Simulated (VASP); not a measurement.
# Ti9O20 (a cell with a defect) in VASP: single point with PBE+U

Aim: the single point of Ti9O20 (a cell with a defect) with PBE+U.

Everything below comes from runs of VASP 6.6.1. Logs are shortened: lines on timing, memory, paths and dates and some standing lists are left out, and cuts for length are marked.

### 1 The cell of the first run

The cell holds a defect, 29 atoms: a = 7.767 Å, b = 7.767 Å, c = 7.767 Å, α = 102.01°, β = 113.33°, γ = 113.33°.

### 2 Single point, PBE+U, collinear spin (atoms taken out, then relaxed in part)

Input file INCAR:

```
PREC = Accurate
ENCUT = 520
EDIFF = 1E-6
ISMEAR = 0
SIGMA = 0.01
LREAL = F
LASPH = T
NELM = 200
ALGO = Normal
ISIF = 2
LWAVE = F
LCHARG = F
ISPIN = 2
MAGMOM = 0 0 0 0 0 0 0 0 0 0.333 0 0.333 0 0 0 0 0.333 0 0 0 0 0 0.333 0.333 0 0 0.333 0 0
LORBIT = 11
LMAXMIX = 4
LDAU = T
LDAUTYPE = 2
LDAUL = 2 -1
LDAUU = 4 0
LDAUJ = 0 0
LDAUPRINT = 1
GGA = PE
NELECT = 230.0
NBANDS = 138
GGA_COMPAT = F
```

Input file KPOINTS:

```
Automatic mesh
0
Gamma
  2 2 2
  0.5 0.5 0.5
```

Input file POSCAR:

```
Ti9O20
1.0
   -5.7270011024     -1.9090003675     -4.8875564549
    1.9090003675     -5.7270011024      4.8875564549
   -1.9090003675      5.7270011024      4.8875564549
Ti O
9 20
Direct
    0.8056225685      0.6068791797      0.2029092143
    0.5960300346      0.1987433888      0.3931208203
    0.1943774315      0.3972866458      0.8012566112
    0.4039699654      0.7970907857      0.6027133542
    0.7084887506      0.6615737075      0.5665416881
    0.5000000000      0.2500000000      0.7500000000
    0.2915112494      0.8580529375      0.9530849569
    0.9049679806      0.0469150431      0.3384262925
    0.0950320194      0.4334583119      0.1419470625
    0.6851562010      0.8432760224      0.7411323318
    0.5000000000      0.4555521681      0.9555521681
    0.3148437990      0.0559761308      0.1581198214
    0.9010737543      0.2597758651      0.5632271282
    0.0989262457      0.6621533739      0.3587021108
    0.4078234751      0.0109341046      0.8116373617
    0.2054824037      0.6189933146      0.0105343717
    0.0000000000      0.2455964111      0.2455964111
    0.5921765249      0.4038138866      0.6031106295
    0.7945175963      0.8050519680      0.4135109110
    0.6965487369      0.4367728718      0.3378466261
    0.5000000000      0.0444478319      0.5444478319
    0.3034512631      0.6412978892      0.7402241349
    0.8978563094      0.8418801786      0.1567239776
    0.1021436906      0.2588676682      0.9440238692
    0.3915410571      0.5864890890      0.3810066854
    0.1992967429      0.1883626383      0.5961861134
    0.0000000000      0.7544035889      0.7544035889
    0.6084589429      0.9894656283      0.1949480320
    0.8007032571      0.3968893705      0.9890658954
```

Potentials or basis: VASP PAW PBE potentials, release 64 (Ti_sv, O).

Started as:

```console
$ cat potpaw_PBE.64/Ti_sv/POTCAR potpaw_PBE.64/O/POTCAR > POTCAR
$ mpirun -np 1 vasp_std > vasp.out
```

OUTCAR:

```text
PREC = Accurate
   ENCUT = 520
   EDIFF = 1E-6
   ISMEAR = 0
   LREAL = F
   LASPH = T
   NELM = 200
   ISIF = 2
   ISPIN = 2
   LORBIT = 11
   GGA = PE
   NELECT = 230.0

 ion  position               nearest neighbor table
   1  0.806  0.607  0.203-  23 1.85  14 1.91  11 1.99  20 1.99  29 2.05  19 2.05
   2  0.596  0.199  0.393-  12 1.85  20 1.91  21 1.99  13 1.99  18 2.05  28 2.05
   3  0.194  0.397  0.801-  24 1.85  13 1.91  11 1.99  22 1.99  26 2.05  16 2.05
   4  0.404  0.797  0.603-  10 1.85  22 1.91  21 1.99  14 1.99  15 2.05  25 2.05
   5  0.708  0.662  0.567-  27 1.85  10 1.86  19 1.92  18 1.98  25 2.04  20 2.16
   6  0.500  0.250  0.750-  18 1.94  26 1.94  29 1.94  15 1.94  11 2.01  21 2.01
   7  0.292  0.858  0.953-  27 1.85  12 1.86  16 1.92  15 1.98  28 2.04  22 2.16
   8  0.905  0.047  0.338-  17 1.85  23 1.86  28 1.92  26 1.98  19 2.04  13 2.16
   9  0.095  0.433  0.142-  17 1.85  24 1.86  25 1.92  29 1.98  16 2.04  14 2.16
  10  0.685  0.843  0.741-   4 1.85   5 1.86
  11  0.500  0.456  0.956-   1 1.99   3 1.99   6 2.01
  12  0.315  0.056  0.158-   2 1.85   7 1.86
  13  0.901  0.260  0.563-   3 1.91   2 1.99   8 2.16
  14  0.099  0.662  0.359-   1 1.91   4 1.99   9 2.16
  15  0.408  0.011  0.812-   6 1.94   7 1.98   4 2.05
  16  0.205  0.619  0.011-   7 1.92   9 2.04   3 2.05
  17  0.000  0.246  0.246-   9 1.85   8 1.85
  18  0.592  0.404  0.603-   6 1.94   5 1.98   2 2.05
  19  0.795  0.805  0.414-   5 1.92   8 2.04   1 2.05
  20  0.697  0.437  0.338-   2 1.91   1 1.99   5 2.16
  21  0.500  0.044  0.544-   2 1.99   4 1.99   6 2.01
  22  0.303  0.641  0.740-   4 1.91   3 1.99   7 2.16
  23  0.898  0.842  0.157-   1 1.85   8 1.86
  24  0.102  0.259  0.944-   3 1.85   9 1.86
  25  0.392  0.586  0.381-   9 1.92   5 2.04   4 2.05
  26  0.199  0.188  0.596-   6 1.94   8 1.98   3 2.05
  27  0.000  0.754  0.754-   5 1.85   7 1.85
  28  0.608  0.989  0.195-   8 1.92   7 2.04   2 2.05
  29  0.801  0.397  0.989-   6 1.94   9 1.98   1 2.05

  LATTYP: Found a body centered tetragonal cell.
 ALAT       =     8.5373091815
 C/A-ratio  =     1.1449875718

  Lattice vectors:

 A1 = (  -1.9090003675,   5.7270011024,  -4.8875564549)
 A2 = (   1.9090003675,  -5.7270011024,  -4.8875564549)
 A3 = (  -5.7270011024,  -1.9090003675,   4.8875564549)

Analysis of symmetry for initial positions (statically):
=====================================================================
 Subroutine PRICEL returns:
 Original cell was already a primitive cell.

 Routine SETGRP: Setting up the symmetry group for a
 body centered tetragonal supercell.

 Subroutine GETGRP returns: Found  4 space group operations
 (whereof  4 operations were pure point group operations)
 out of a pool of 16 trial point group operations.

The static configuration has the point symmetry S_4 .

Analysis of symmetry for dynamics (positions and initial velocities):
=====================================================================
 Subroutine PRICEL returns:
 Original cell was already a primitive cell.

 Routine SETGRP: Setting up the symmetry group for a
 body centered tetragonal supercell.

 Subroutine GETGRP returns: Found  4 space group operations
 (whereof  4 operations were pure point group operations)
 out of a pool of 16 trial point group operations.

The dynamic configuration has the point symmetry S_4 .

Analysis of structural, dynamic, and magnetic symmetry:
=====================================================================
 Subroutine PRICEL returns:
 Original cell was already a primitive cell.

 Routine SETGRP: Setting up the symmetry group for a
 body centered tetragonal supercell.

 Subroutine GETGRP returns: Found  4 space group operations
 (whereof  4 operations were pure point group operations)
[... 153 lines left out ...]
     AMIX     =   0.40;   BMIX     =  1.00
     AMIX_MAG =   1.60;   BMIX_MAG =  1.00
  volume/ion in A,a.u.               =      12.28        82.90
  Fermi-wavevector in a.u.,A,eV,Ry     =   1.414945  2.673858 27.239801  2.002069
  Thomas-Fermi vector in A             =   2.536434
   LORBIT       =     11    0 simple, 1 ext, 2 COOP (PROOUT), +10 PAW based schemes
 LDA+U is selected, type is set to LDAUTYPE =  2
   angular momentum for each species LDAUL =     2   -1
   U (eV)           for each species LDAUU =   4.0  0.0
   J (eV)           for each species LDAUJ =   0.0  0.0
   GGA     = PE    functional components
   LHFCALC =     F    Hartree Fock is set to
   AEXX    =    0.0000 exact exchange contribution
   IVDW    =     0    specifies the selected vdW correction
   LEPSILON=     F    determine dielectric tensor
   LRPA    =     F    only Hartree local field effects (RPA)
 spin polarized calculation
 Gauss-broadening in eV      SIGMA  =   0.01
  energy-cutoff  :      520.00
  volume of cell :      356.23
 maximum number of plane-waves:      9606
 NGX is ok and might be reduce to    60
   NGX = 29   NGY = 29   NGZ = 29

atom =   1  type =  1  l = 2

 onsite density matrix

spin component  1
[... 281 lines left out ...]
  o =  0.1003  v =  0.9840  0.1663 -0.0135  0.0612  0.0089  0.0000  0.0000  0.0000  0.0000  0.0000      0.0000  0.0000  0.0000  0.0000  0.0000  0.0000  0.0000  0.0000  0.0000  0.0000
  o =  0.1043  v = -0.1696  0.9791 -0.0852  0.0389  0.0613  0.0000  0.0000  0.0000  0.0000  0.0000      0.0000  0.0000  0.0000  0.0000  0.0000  0.0000  0.0000  0.0000  0.0000  0.0000
  o =  0.1102  v =  0.0000  0.0000  0.0000  0.0000  0.0000 -0.3871 -0.9129  0.0821 -0.0818 -0.0575      0.0000  0.0000  0.0000  0.0000  0.0000  0.0000  0.0000  0.0000  0.0000  0.0000
  o =  0.1129  v =  0.0000  0.0000  0.0000  0.0000  0.0000  0.9207 -0.3875  0.0348  0.0199 -0.0241      0.0000  0.0000  0.0000  0.0000  0.0000  0.0000  0.0000  0.0000  0.0000  0.0000
  o =  0.1197  v =  0.0536  0.0527  0.0160 -0.9962 -0.0402  0.0000  0.0000  0.0000  0.0000  0.0000      0.0000  0.0000  0.0000  0.0000  0.0000  0.0000  0.0000  0.0000  0.0000  0.0000
  o =  0.1222  v =  0.0000  0.0000  0.0000  0.0000  0.0000 -0.0501 -0.0720 -0.0150  0.9951  0.0432      0.0000  0.0000  0.0000  0.0000  0.0000  0.0000  0.0000  0.0000  0.0000  0.0000
  o =  0.2437  v = -0.0043  0.0977  0.5629  0.0470 -0.8194  0.0000  0.0000  0.0000  0.0000  0.0000      0.0000  0.0000  0.0000  0.0000  0.0000  0.0000  0.0000  0.0000  0.0000  0.0000
  o =  0.2482  v =  0.0000  0.0000  0.0000  0.0000  0.0000 -0.0023  0.0997  0.5864  0.0508 -0.8023      0.0000  0.0000  0.0000  0.0000  0.0000  0.0000  0.0000  0.0000  0.0000  0.0000
  o =  0.2636  v =  0.0004  0.0363  0.8219 -0.0078  0.5685  0.0000  0.0000  0.0000  0.0000  0.0000      0.0000  0.0000  0.0000  0.0000  0.0000  0.0000  0.0000  0.0000  0.0000  0.0000
  o =  0.2685  v =  0.0000  0.0000  0.0000  0.0000  0.0000  0.0005  0.0359  0.8050 -0.0110  0.5921      0.0000  0.0000  0.0000  0.0000  0.0000  0.0000  0.0000  0.0000  0.0000  0.0000

 number of electron     230.0000009 magnetization       1.9999999

 Free energy of the ion-electron system (eV)
  ---------------------------------------------------
  ext. energy  EPLUGINS =         0.00000000
  ---------------------------------------------------
  free energy    TOTEN  =      -216.82834439 eV

  energy without entropy =     -216.82571373  energy(sigma->0) =     -216.82702906

 E-fermi :   2.5619     XC(G=0): -10.3080

 val. band max:        2.5592868752   @ k =  -0.2500   0.2500   0.2500
 cond. band min:       2.5645896454   @ k =   0.2500  -0.2500   0.2500
 fundamental gap:      0.0053027702
 Fermi energy:         2.5619390857

 spin component 1

 k-point     1 :       0.2500    0.2500    0.2500
  band No.  band energies     occupation
      1     -55.0138      1.00000
      2     -54.7324      1.00000
      3     -54.7323      1.00000
      4     -54.7310      1.00000
      5     -54.7300      1.00000
      6     -54.6089      1.00000
[... 379 lines left out ...]
    126       6.4834      0.00000
    127       6.5445      0.00000
 Fermi energy:         2.5619390857

 spin component 2

 k-point     1 :       0.2500    0.2500    0.2500
  band No.  band energies     occupation
      1     -55.0266      1.00000
      2     -54.7558      1.00000
      3     -54.7557      1.00000
      4     -54.7544      1.00000
      5     -54.7534      1.00000
      6     -54.6391      1.00000
[... 379 lines left out ...]
    126       6.4650      0.00000
    127       6.5291      0.00000
 [bands above 127 left out]

------------------------ aborting loop because EDIFF is reached ----------------------------------------

  FORCE on cell =-STRESS in cart. coord.  units (eV):
  Direction    XX          YY          ZZ          XY          YZ          ZX
  --------------------------------------------------------------------------------------
  -------------------------------------------------------------------------------------
  Total       34.3774685     34.3774685     24.1524294      0.0000004     -0.0000000      0.0000000
  in kB      154.6146597    154.6146597    108.6269527      0.0000016     -0.0000000      0.0000000
  external PRESSURE =     139.2854240 kB  Pullay stress =       0.0000000 kB

 VOLUME and BASIS-vectors are now :
 -----------------------------------------------------------------------------
  energy-cutoff  :      520.00
  volume of cell :      356.23
      direct lattice vectors                 reciprocal lattice vectors
    -5.727001102 -1.909000368 -4.887556455    -0.157150310 -0.052383437  0.000000000
     1.909000368 -5.727001102  4.887556455    -0.052383437 -0.104766873  0.102300609
    -1.909000368  5.727001102  4.887556455    -0.104766873  0.052383437  0.102300609

 POSITION                                       TOTAL-FORCE (eV/Angst)
 -----------------------------------------------------------------------------------
     -3.84262     -3.85147      0.02036         0.115952      0.273778     -0.042154
     -3.78453     -0.02462     -0.02036        -0.273778      0.115952      0.042154
     -1.88438      1.94247      4.90792        -0.115952     -0.273778     -0.042154
     -1.94247     -1.88438      4.86720         0.273778     -0.115952      0.042154
     -3.87610     -1.89675      2.53970         0.308470      0.114799     -0.295067
     -3.81800      1.90900      2.44378        -0.000000     -0.000000      0.000000
[... 21 lines left out ...]
     -1.96791     -5.71175      2.81501         0.207476      0.002350     -0.124918
     -5.71609      1.86285      2.86045        -0.051160     -0.015392     -0.094792
 -----------------------------------------------------------------------------------
    total drift:                               -0.000003     -0.000001      0.000002

  FREE ENERGIE OF THE ION-ELECTRON SYSTEM (eV)
  ---------------------------------------------------
  free  energy   TOTEN  =      -216.8283443920 eV

  energy  without entropy=     -216.8257137318  energy(sigma->0) =     -216.82702906

 total charge

# of ion       s       p       d       tot
------------------------------------------
    1        2.235   6.303   1.652  10.190
    2        2.235   6.303   1.652  10.190
    3        2.235   6.303   1.652  10.190
    4        2.235   6.303   1.652  10.190
    5        2.242   6.314   1.664  10.220
    6        2.236   6.308   1.616  10.161
[... 21 lines left out ...]
   28        1.572   3.496   0.000   5.068
   29        1.569   3.521   0.000   5.090
--------------------------------------------------
tot         51.656 126.641  14.882 193.179

 magnetization (x)

# of ion       s       p       d       tot
------------------------------------------
    1       -0.001  -0.001  -0.023  -0.025
    2       -0.001  -0.001  -0.023  -0.025
    3       -0.001  -0.001  -0.023  -0.025
    4       -0.001  -0.001  -0.023  -0.025
    5       -0.001  -0.001  -0.030  -0.033
    6       -0.001  -0.000  -0.013  -0.014
[... 21 lines left out ...]
   28        0.002   0.119   0.000   0.120
   29        0.001   0.051   0.000   0.051
--------------------------------------------------
tot          0.020   1.847  -0.225   1.642
```

Wall time 13 min (1 thread of Oxide Virtual Turin-like, shared host); peak memory 0.72 GiB.

What came out:

```yaml
Free_energy: -216.8283 eV
Largest_force: 0.595 eV/Å
Net_moment: 2.00 μB per cell
Site_moments: Ti -0.03, -0.01 (each value once); O +0.07, +0.05, +0.12, +0.18 (each value once) μB
Valence_electrons_inside_the_program's_atomic_spheres: Ti 10.19, 10.22, 10.16 (each value once); O 5.05, 5.08, 5.07, 5.09 (each value once)
```

Forces on the atoms (eV/Å):
```
Ti   0.116  0.274 -0.042
Ti  -0.274  0.116  0.042
Ti  -0.116 -0.274 -0.042
Ti   0.274 -0.116  0.042
Ti   0.308  0.115 -0.295
Ti   0.000  0.000  0.000
Ti  -0.308 -0.115 -0.295
Ti  -0.115  0.308  0.295
Ti   0.115 -0.308  0.295
O   -0.483 -0.005  0.347
O    0.000  0.000  0.155
O    0.483  0.005  0.347
O    0.152  0.007  0.030
O   -0.152 -0.007  0.030
O   -0.015  0.051  0.095
O   -0.002  0.207  0.125
O    0.000  0.000  0.001
O    0.015 -0.051  0.095
O    0.002 -0.207  0.125
O    0.007 -0.152 -0.030
O    0.000  0.000 -0.155
O   -0.007  0.152 -0.030
O    0.005 -0.483 -0.347
O   -0.005  0.483 -0.347
O   -0.207 -0.002 -0.125
O    0.051  0.015 -0.095
O    0.000  0.000 -0.001
O    0.207  0.002 -0.125
O   -0.051 -0.015 -0.095
```

Eigenvalues of the final occupation matrices:
```
    site  spin  trace               eigenvalues
site 1 d     1   0.83  0.09 0.11 0.12 0.23 0.27
site 1 d     2   0.85  0.10 0.12 0.13 0.23 0.28
site 2 d     1   0.83  0.09 0.11 0.12 0.23 0.27
site 2 d     2   0.85  0.10 0.12 0.13 0.23 0.28
site 3 d     1   0.83  0.09 0.11 0.12 0.23 0.27
site 3 d     2   0.85  0.10 0.12 0.13 0.23 0.28
site 4 d     1   0.83  0.09 0.11 0.12 0.23 0.27
site 4 d     2   0.85  0.10 0.12 0.13 0.23 0.28
site 5 d     1   0.83  0.10 0.10 0.12 0.24 0.26
site 5 d     2   0.86  0.11 0.11 0.12 0.25 0.27
site 6 d     1   0.82  0.10 0.10 0.11 0.25 0.26
site 6 d     2   0.83  0.10 0.10 0.11 0.25 0.26
```

Caveat: the k points lie up to 0.49 Å⁻¹ apart; the cell carries a net charge on a neutralising background, which shifts energy and pressure; the cell differs from its parent crystal (atoms taken out, then relaxed in part); the cell is charged against a uniform background, so pressure and absolute levels hang on convention.
